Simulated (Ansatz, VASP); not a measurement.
**CdS in VASP and in Ansatz**

```xyz
4
Lattice="4.2198 0.0000 0.0000 -2.1099 3.6545 0.0000 0.0000 0.0000 6.8561" Properties=species:S:1:pos:R:3 pbc="T T T"
Cd    0.0000    2.4363   -0.0066
Cd    2.1099    1.2182    3.4215
S     0.0000    2.4363    2.5777
S     2.1099    1.2182    6.0057
```

Alike in both runs: functional r2SCAN; k mesh 12 × 12 × 4; occupations fermi-dirac, width 0.02 eV; no spin polarisation.

Ansatz relaxed the structure, and its values are those at the end. VASP's run is a single point on that final structure, the one shown.

```csv
,VASP,Ansatz
version,VASP 6.6.1,Ansatz 0.2.0
potentials or method,"VASP PAW PBE potentials, release 64 (Cd, S), cutoff 520 eV",PAW plane waves
valence electrons in the cell,36,52
```

Ansatz gave:

| Property | Result |
| --- | --- |
| gap on the k mesh at the Fermi level (eV) | 1.53 |
| pressure (GPa) | -2.2 |

**Question.** What did VASP give for the same quantities?

**Answer.** gap on the k mesh at the Fermi level (eV): 1.53; pressure (GPa): -1.9.

VASP's potentials were made for PBE, not for r2SCAN. VASP's potentials hold 36 valence electrons a cell and Ansatz's 52, so a difference there can come from the potentials and not from the codes. Ansatz's warnings: stress scf threshold loose.
